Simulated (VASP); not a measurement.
Runs of VASP 6.6.1 on Sr. The structure is that of space group Fm-3m (No. 225), or close to it. The cells are those of the table. 

```csv
cell,further INCAR settings,gap on the mesh (eV),pressure (GPa)
"a = 4.183, b = 4.183, c = 5.916 Å, 2 atoms",ALGO = Fast; EDIFF = 1e-06; NBANDS = 17,none,0.0
"a = 4.183, b = 4.183, c = 5.857 Å, 2 atoms",ALGO = Fast; EDIFF = 1e-06; NBANDS = 17,none,0.2
"a = 4.183, b = 4.183, c = 5.798 Å, 2 atoms",ALGO = Fast; EDIFF = 1e-06; NBANDS = 17,none,(b)
"a = 4.183, b = 4.183, c = 6.034 Å, 2 atoms",ALGO = Fast; EDIFF = 1e-06; NBANDS = 17,none,(a)
"a = 4.183, b = 4.183, c = 5.975 Å, 2 atoms",ALGO = Fast; EDIFF = 1e-07; NBANDS = 17,none,-0.1
```

Alike in all rows: task single point; level PBEsol; potentials or basis VASP PAW PBE potentials, release 64 (Sr_sv); no spin polarisation; k mesh 12 × 12 × 10; cutoff (eV) 520; smearing gaussian 0.1 eV.

Estimate the missing entries.

(a) -0.2; (b) 0.3.

Caveats: the PAW data sets were made with another functional, which shifts forces and pressure a little.

A k mesh can miss the band edges, and the runs leave out spin-orbit coupling on Sr.

A gap of «none» marks levels without a gap at the run's occupations.
